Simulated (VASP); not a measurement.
# Al32H (a cell with a defect) in VASP: further runs

Runs on Al32H (a cell with a defect). Level: LDA. Tasks: single point.

Program: VASP 6.6.1. These are calculated values, not measurements. Logs are shortened: lines on timing, memory, paths and dates and some standing lists are left out, and cuts for length are marked.

## 1. The cell of the first run

The cell holds a defect, 33 atoms: a = 8.100 Å, b = 8.100 Å, c = 8.100 Å, α = 90.00°, β = 90.00°, γ = 90.00°.

## 2. Single point, LDA

Contents of INCAR:

```
SYSTEM = Al32H
PREC = Accurate
ENCUT = 520
EDIFF = 1E-7
ISMEAR = 0
SIGMA = 0.15
LREAL = Auto
LASPH = .True.
NELM = 100
ALGO = Normal
ISIF = 2
LWAVE = .False.
LCHARG = .True.
LELF = .True.
LVHAR = .True.
NBANDS = 70
```

Contents of KPOINTS:

```
regular mesh
0
Gamma
  3 3 3
  0 0 0
```

Contents of POSCAR:

```
Al32H
1.0
    8.1000000000      0.0000000000      0.0000000000
    0.0000000000      8.1000000000      0.0000000000
    0.0000000000      0.0000000000      8.1000000000
Al H
32 1
Direct
    0.4988295062     -0.0008509877      0.0009728395
    0.7487825926      0.2492509877     -0.0006020988
    0.7476454321     -0.0004211111      0.2497935802
   -0.0017525926     -0.0017327160     -0.0012227160
    0.2476713580      0.2476896296     -0.0003048148
    0.4948600000      0.4948877778     -0.0029870370
    0.7536056790      0.7536441975     -0.0151860494
    0.2449071605      0.0007388889      0.2500780247
    0.4972309877      0.2492379012      0.2509293827
    0.7536175309      0.4826393827      0.2557903704
    0.4966319753     -0.0017456790      0.5003900000
    0.7479301235      0.2448982716      0.5028872840
    0.7479322222      0.0007461728      0.7470539506
   -0.0008632099      0.4988474074      0.0009775309
    0.2492290123      0.7488062963     -0.0006080247
    0.0007424691      0.2449116049      0.2500822222
    0.2492345679      0.4972500000      0.2509338272
    0.4826801235      0.7536254321      0.2557587654
   -0.0014480247     -0.0014417284      0.5006945679
    0.2484111111      0.2484282716      0.5012476543
    0.4988276543      0.4988404938      0.5012845679
    0.7476385185      0.7476513580      0.5017260494
    0.2484149383     -0.0008849383      0.7505537037
    0.4975590123      0.2476916049      0.7498212346
    0.7487820988      0.4972549383      0.7513925926
   -0.0004350617      0.7476520988      0.2497877778
   -0.0017597531      0.4966537037      0.5003951852
    0.2448967901      0.7479435802      0.5028672840
   -0.0009065432      0.2484340741      0.7505555556
    0.2476725926      0.4975781481      0.7498206173
    0.4972295062      0.7488008642      0.7513750617
    0.0007297531      0.7479504938      0.7470560494
    0.6889402469      0.6888804938      0.1910496296
```

Potentials or basis: VASP PAW LDA potentials, release 64 (Al, H).

Command:

```
> cat potpaw_LDA.64/Al/POTCAR potpaw_LDA.64/H/POTCAR > POTCAR
> mpirun -np 1 vasp_std > vasp.out
```

OUTCAR:

```text
SYSTEM = Al32H
   PREC = Accurate
   ENCUT = 520
   EDIFF = 1E-7
   ISMEAR = 0
   LREAL = Auto
   LASPH = .True.
   NELM = 100
   ISIF = 2

 ion  position               nearest neighbor table
   1  0.499  0.999  0.001-   3 2.85  24 2.86   5 2.86  15 2.86  31 2.86   9 2.86   2 2.86  23 2.87
                             7 2.87  18 2.87  13 2.88   8 2.88
   2  0.749  0.249  0.999-  10 2.81  25 2.84  29 2.86   6 2.86  14 2.86   1 2.86   3 2.86   4 2.87
                            24 2.87  13 2.87  16 2.88   9 2.88
   3  0.748  1.000  0.250-   1 2.85  12 2.86  16 2.86   2 2.86   9 2.86  11 2.87   4 2.87  19 2.87
                            26 2.89  22 2.89   7 2.93  18 2.93
   4  0.998  0.998  0.999-   7 2.80  16 2.85   8 2.85  29 2.85  23 2.85   5 2.86  15 2.87   2 2.87
                             3 2.87  26 2.87  32 2.88  13 2.88
   5  0.248  0.248  1.000-   6 2.83  16 2.85   8 2.85  23 2.85  29 2.85   4 2.86  14 2.86   1 2.86
                            24 2.86  30 2.86   9 2.87  17 2.87
   6  0.495  0.495  0.997-  30 2.83   5 2.83  24 2.83  25 2.86  17 2.86  15 2.86  31 2.86   2 2.86
                             9 2.86  18 2.97   7 2.97  10 2.97
   7  0.754  0.754  0.985-  33 1.83  13 2.78  32 2.78   4 2.80  25 2.81  31 2.81   1 2.87  14 2.87
                             3 2.93  26 2.93   6 2.97  18 3.10  10 3.10
   8  0.245  0.001  0.250-  18 2.78  16 2.80  19 2.85   5 2.85   4 2.85  26 2.86  20 2.86   9 2.87
                            11 2.88  15 2.88   1 2.88  28 2.90
   9  0.497  0.249  0.251-  10 2.81  17 2.84  20 2.86   6 2.86  21 2.86   1 2.86   3 2.86  11 2.87
[... 32 lines left out ...]
                            24 2.87  12 2.87  32 2.88  31 2.88
  26  1.000  0.748  0.250-  14 2.85  28 2.86   8 2.86  15 2.86  17 2.86  27 2.87   4 2.87  19 2.87
                             3 2.89  22 2.89   7 2.93  10 2.93
  27  0.998  0.497  0.500-  10 2.80  28 2.85  32 2.85  29 2.85  20 2.85  30 2.86  25 2.87  17 2.87
                            22 2.87  26 2.87  16 2.88  12 2.88
  28  0.245  0.748  0.503-  18 2.78  32 2.80  19 2.85  30 2.85  27 2.85  26 2.86  23 2.86  31 2.87
                            11 2.88  17 2.88  21 2.88   8 2.90
  29  0.999  0.248  0.751-   5 2.85  30 2.85  27 2.85   4 2.85  20 2.86  23 2.86  12 2.86  13 2.86
                            25 2.86   2 2.86  19 2.86  14 2.87
  30  0.248  0.498  0.750-   6 2.83  32 2.85  28 2.85  20 2.85  29 2.85  27 2.86  21 2.86  14 2.86
                             5 2.86  24 2.86  31 2.87  15 2.87
  31  0.497  0.749  0.751-   7 2.81  15 2.84  23 2.86   6 2.86   1 2.86  21 2.86  22 2.86  11 2.87
                            30 2.87  28 2.87  13 2.88  25 2.88
  32  0.001  0.748  0.747-   7 2.78  28 2.80  19 2.85  30 2.85  27 2.85  22 2.86  23 2.86  15 2.87
                             4 2.88  25 2.88  14 2.88  13 2.90
  33  0.689  0.689  0.191-   7 1.83  10 1.83  18 1.83

  LATTYP: Found a simple cubic cell.
 ALAT       =     8.1000000000

  Lattice vectors:

 A1 = (   8.1000000000,   0.0000000000,   0.0000000000)
 A2 = (   0.0000000000,   8.1000000000,   0.0000000000)
 A3 = (   0.0000000000,   0.0000000000,   8.1000000000)

Analysis of symmetry for initial positions (statically):
=====================================================================
 Subroutine PRICEL returns:
 Original cell was already a primitive cell.

 Routine SETGRP: Setting up the symmetry group for a
 simple cubic supercell.

 Subroutine GETGRP returns: Found  1 space group operations
 (whereof  1 operations were pure point group operations)
 out of a pool of 48 trial point group operations.

The static configuration has the point symmetry C_1 .

Analysis of symmetry for dynamics (positions and initial velocities):
=====================================================================
 Subroutine PRICEL returns:
 Original cell was already a primitive cell.

 Routine SETGRP: Setting up the symmetry group for a
 simple cubic supercell.

 Subroutine GETGRP returns: Found  1 space group operations
 (whereof  1 operations were pure point group operations)
 out of a pool of 48 trial point group operations.

The dynamic configuration has the point symmetry C_1 .

 Subroutine INISYM returns: Found  1 space group operations
 (whereof  1 operations are pure point group operations),
 and found     1 'primitive' translations

----------------------------------------------------------------------------------------

                                     Primitive cell

  volume of cell :     531.4410

  direct lattice vectors                    reciprocal lattice vectors
     8.100000000  0.000000000  0.000000000     0.123456790  0.000000000  0.000000000
     0.000000000  8.100000000  0.000000000     0.000000000  0.123456790  0.000000000
     0.000000000  0.000000000  8.100000000     0.000000000  0.000000000  0.123456790

  length of vectors
     8.100000000  8.100000000  8.100000000     0.123456790  0.123456790  0.123456790

  position of ions in fractional coordinates (direct lattice)
     0.498829506  0.999149012  0.000972840
     0.748782593  0.249250988  0.999397901
     0.747645432  0.999578889  0.249793580
     0.998247407  0.998267284  0.998777284
     0.247671358  0.247689630  0.999695185
     0.494860000  0.494887778  0.997012963
[... 25 lines left out ...]
     0.000729753  0.747950494  0.747056049
     0.688940247  0.688880494  0.191049630

  ion indices of the primitive-cell ions
   primitive index   ion index
                 1           1
                 2           2
                 3           3
                 4           4
                 5           5
                 6           6
[... 25 lines left out ...]
                32          32
                33          33

----------------------------------------------------------------------------------------

 KPOINTS: regular mesh

Automatic generation of k-mesh.
 Grid dimensions read from file:
 generate k-points for:    3    3    3

 Generating k-lattice:

  Cartesian coordinates                     Fractional coordinates (reciprocal lattice)
     0.041152263  0.000000000  0.000000000     0.333333333  0.000000000  0.000000000
     0.000000000  0.041152263  0.000000000     0.000000000  0.333333333  0.000000000
     0.000000000  0.000000000  0.041152263     0.000000000  0.000000000  0.333333333

  Length of vectors
     0.041152263  0.041152263  0.041152263

  Shift w.r.t. Gamma in fractional coordinates (k-lattice)
     0.000000000  0.000000000  0.000000000

 Subroutine IBZKPT returns following result:
 ===========================================

 Found     14 irreducible k-points:

 Following reciprocal coordinates:
            Coordinates               Weight
  0.000000  0.000000  0.000000      1.000000
  0.333333  0.000000  0.000000      2.000000
  0.000000  0.333333  0.000000      2.000000
  0.000000  0.000000  0.333333      2.000000
  0.333333  0.333333  0.000000      2.000000
  0.000000  0.333333  0.333333      2.000000
  0.333333  0.000000  0.333333      2.000000
 -0.333333  0.333333  0.000000      2.000000
 -0.333333  0.000000  0.333333      2.000000
  0.000000 -0.333333  0.333333      2.000000
  0.333333  0.333333  0.333333      2.000000
 -0.333333  0.333333  0.333333      2.000000
 -0.333333 -0.333333  0.333333      2.000000
  0.333333 -0.333333  0.333333      2.000000
   k-points           NKPTS =     14   k-points in BZ     NKDIM =     14   number of bands    NBANDS=     70
   number of dos      NEDOS =    301   number of ions     NIONS =     33
   total plane-waves  NPLWV = 216000
   dimension x,y,z NGX =    60 NGY =   60 NGZ =   60
   dimension x,y,z NGXF=   120 NGYF=  120 NGZF=  120
   ions per type =              32   1
   NGX,Y,Z   is equivalent  to a cutoff of  12.31, 12.31, 12.31 a.u.
   NGXF,Y,Z  is equivalent  to a cutoff of  24.63, 24.63, 24.63 a.u.
 SYSTEM =  Al32H
   PREC   = accura    normal or accurate (medium, high low for compatibility)
   ISTART =      0    job   : 0-new  1-cont  2-samecut
   ICHARG =      2    charge: 1-file 2-atom 10-const
   ISPIN  =      1    spin polarized calculation?
   LNONCOLLINEAR =      F non collinear calculations
   LSORBIT =      F    spin-orbit coupling
   LASPH  =      T    aspherical Exc in radial PAW
   ENCUT  =  520.0 eV  38.22 Ry    6.18 a.u.  15.06 15.06 15.06*2*pi/ulx,y,z
   NELM   =    100;   NELMIN=  2; NELMDL= -5     # of ELM steps
   EDIFF  = 0.1E-06   stopping-criterion for ELM
   LREAL  =      T    real-space projection
   EDIFFG = 0.1E-05   stopping-criterion for IOM
   NSW    =      0    number of steps for IOM
   IBRION =     -1    ionic relax: 0-MD 1-quasi-New 2-CG
   NFREE  =      0    steps in history (QN), initial steepest desc. (CG)
   ISIF   =      2    stress and relaxation
   ISYM   =      2    0-nonsym 1-usesym 2-fastsym
   POTIM  = 0.5000    time-step for ionic-motion
   TEBEG  =    0.0;   TEEND  =   0.0 temperature during run
   PSTRESS=    0.0 pullay stress
   NELECT =      97.0000    total number of electrons
   NUPDOWN=      -1.0000    fix difference up-down
   EMIN   =  10.00;   EMAX   =-10.00  energy-range for DOS
   EFERMI =   0.00;   METHOD = LEGACY
   ISMEAR =     0;   SIGMA  =   0.15  broadening in eV -4-tet -1-fermi 0-gaus
   EFERMI_NEDOS =   21; number of points for ismear=-14 and -15
   IALGO  =     38    algorithm
   IMIX   =      4    mixing-type and parameters
     AMIX     =   0.40;   BMIX     =  1.00
     AMIX_MAG =   1.60;   BMIX_MAG =  1.00
  volume/ion in A,a.u.               =      16.10       108.68
  Fermi-wavevector in a.u.,A,eV,Ry     =   0.928639  1.754874 11.733269  0.862371
  Thomas-Fermi vector in A             =   2.054837
   LORBIT       =      0    0 simple, 1 ext, 2 COOP (PROOUT), +10 PAW based schemes
   GGA     = CA    functional components
   LHFCALC =     F    Hartree Fock is set to
   AEXX    =    0.0000 exact exchange contribution
   IVDW    =     0    specifies the selected vdW correction
   LEPSILON=     F    determine dielectric tensor
   LRPA    =     F    only Hartree local field effects (RPA)
 non-spin polarized calculation
 Gauss-broadening in eV      SIGMA  =   0.15
  energy-cutoff  :      520.00
  volume of cell :      531.44
 maximum number of plane-waves:     14358
   NGX = 31   NGY = 31   NGZ = 31

 number of electron      97.0000000 magnetization

 Free energy of the ion-electron system (eV)
  ---------------------------------------------------
  ext. energy  EPLUGINS =         0.00000000
  ---------------------------------------------------
  free energy    TOTEN  =      -137.54313129 eV

  energy without entropy =     -137.46115584  energy(sigma->0) =     -137.50214356

 E-fermi :   7.6415     XC(G=0): -10.3416

 val. band max:        7.5720516941   @ k =   0.0000   0.0000   0.0000
 cond. band min:       7.6799842518   @ k =   0.3333   0.0000   0.0000
 fundamental gap:      0.1079325577
 Fermi energy:         7.6415319453

 k-point     1 :       0.0000    0.0000    0.0000
  band No.  band energies     occupation
      1      -3.4294      2.00000
      2      -1.6922      2.00000
      3      -1.1318      2.00000
      4      -1.1318      2.00000
      5      -1.0848      2.00000
      6      -1.0848      2.00000
[... 871 lines left out ...]
     59       9.5313      0.00000
     60       9.5433      0.00000
 [bands above 60 left out]

------------------------ aborting loop because EDIFF is reached ----------------------------------------

  FORCE on cell =-STRESS in cart. coord.  units (eV):
  Direction    XX          YY          ZZ          XY          YZ          ZX
  --------------------------------------------------------------------------------------
  -------------------------------------------------------------------------------------
  Total       -9.2988118     -9.2967629     -9.2990122     -0.4369674     -0.4574488     -0.4558152
  in kB      -28.0338654    -28.0276884    -28.0344694     -1.3173602     -1.3791072     -1.3741823
  external PRESSURE =     -28.0320077 kB  Pullay stress =       0.0000000 kB

 VOLUME and BASIS-vectors are now :
 -----------------------------------------------------------------------------
  energy-cutoff  :      520.00
  volume of cell :      531.44
      direct lattice vectors                 reciprocal lattice vectors
     8.100000000  0.000000000  0.000000000     0.123456790  0.000000000  0.000000000
     0.000000000  8.100000000  0.000000000     0.000000000  0.123456790  0.000000000
     0.000000000  0.000000000  8.100000000     0.000000000  0.000000000  0.123456790

 POSITION                                       TOTAL-FORCE (eV/Angst)
 -----------------------------------------------------------------------------------
      4.04052      8.09311      0.00788         0.001748      0.000342     -0.002199
      6.06514      2.01893      8.09512         0.001967      0.000367      0.001830
      6.05593      8.09659      2.02333         0.001720     -0.001799      0.000102
      8.08580      8.08597      8.09010         0.000811      0.000742      0.001329
      2.00614      2.00629      8.09753         0.000745      0.000653      0.000848
      4.00837      4.00859      8.07581        -0.000466     -0.000727      0.002864
[... 25 lines left out ...]
      0.00591      6.05840      6.05115        -0.002565      0.000038      0.001839
      5.58042      5.57993      1.54750        -0.000371      0.000065      0.002024
 -----------------------------------------------------------------------------------
    total drift:                                0.048982      0.047507     -0.008449

  FREE ENERGIE OF THE ION-ELECTRON SYSTEM (eV)
  ---------------------------------------------------
  free  energy   TOTEN  =      -137.5431312891 eV

  energy  without entropy=     -137.4611558384  energy(sigma->0) =     -137.50214356
```

It took 7.8 min on 1 thread of Intel Xeon Platinum 8259CL at 2.50GHz (Skylake/Cascade Lake), shared host; peak memory 0.57 GiB.

Results:

```yaml
Free_energy: -137.5431 eV
Pressure: -2.8 GPa
Largest_force: 0.004 eV/Å
Band_gap_on_the_k_mesh: zero (an odd number of electrons rules out a gap without spin polarisation)
```

Forces in eV/Å, atoms in the order of the input:
```
Al   0.002  0.000 -0.002
Al   0.002  0.000  0.002
Al   0.002 -0.002  0.000
Al   0.001  0.001  0.001
Al   0.001  0.001  0.001
Al   0.000 -0.001  0.003
Al  -0.002 -0.003  0.000
Al  -0.001 -0.001  0.000
Al   0.001 -0.001  0.000
Al  -0.002  0.001 -0.001
Al   0.001 -0.001  0.000
Al   0.000  0.000  0.000
Al   0.000 -0.003  0.002
Al   0.000  0.002 -0.002
Al   0.001  0.002  0.002
Al  -0.001 -0.001  0.000
Al  -0.001  0.001  0.000
Al   0.000 -0.002 -0.001
Al   0.001  0.001  0.000
Al   0.001  0.000 -0.001
Al   0.000  0.000 -0.002
Al   0.000  0.000 -0.003
Al   0.002  0.001 -0.001
Al   0.000  0.001  0.000
Al  -0.001  0.000 -0.001
Al  -0.002  0.002  0.000
Al  -0.001  0.000  0.000
Al   0.000 -0.001  0.000
Al   0.001  0.002 -0.001
Al   0.001  0.000  0.000
Al   0.000 -0.001 -0.001
Al  -0.003  0.000  0.002
H    0.000  0.000  0.002
```

(Part 1 of 2 ends here.)

The gap in the log of VASP goes by the Fermi energy; the results here count the filled bands.